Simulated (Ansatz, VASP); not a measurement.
**Cs2Ba: VASP beside Ansatz**

```
CELL_PARAMETERS angstrom
0.00000 5.69532 5.69532
5.69532 0.00000 5.69532
5.69532 5.69532 0.00000
ATOMIC_POSITIONS crystal
Cs 0.75000 0.75000 0.75000
Cs 0.25000 0.25000 0.25000
Ba 0.00000 0.00000 0.00000
```

Alike in both runs: task relaxation of cell and atoms; functional PBE; k mesh 8 × 8 × 8; occupations gaussian, width 0.1 eV; no spin polarisation.

```csv
,VASP,Ansatz
version,VASP 6.6.1,Ansatz 0.2.0
potentials or method,"VASP PAW PBE potentials, release 64 (Cs_sv, Ba_sv), cutoff 600 eV","scalar-relativistic, plane waves, PAW"
valence electrons in the cell,28,28
```

|  | VASP | Ansatz | Ansatz less VASP |
| --- | --- | --- | --- |
| gap on the k mesh at the Fermi level, each at its own relaxed structure (eV) | none | none | - |
| relaxed volume (Å³/atom) | 124.54 | 123.16 | -1.382 |
| relaxed length of the cell vector where the two differ most in proportion (Å) | 8.084 | 8.054 | -0.0300 |

A gap of «none» marks a metal or a gap that the smearing closes.

Neither program's run includes spin-orbit coupling.
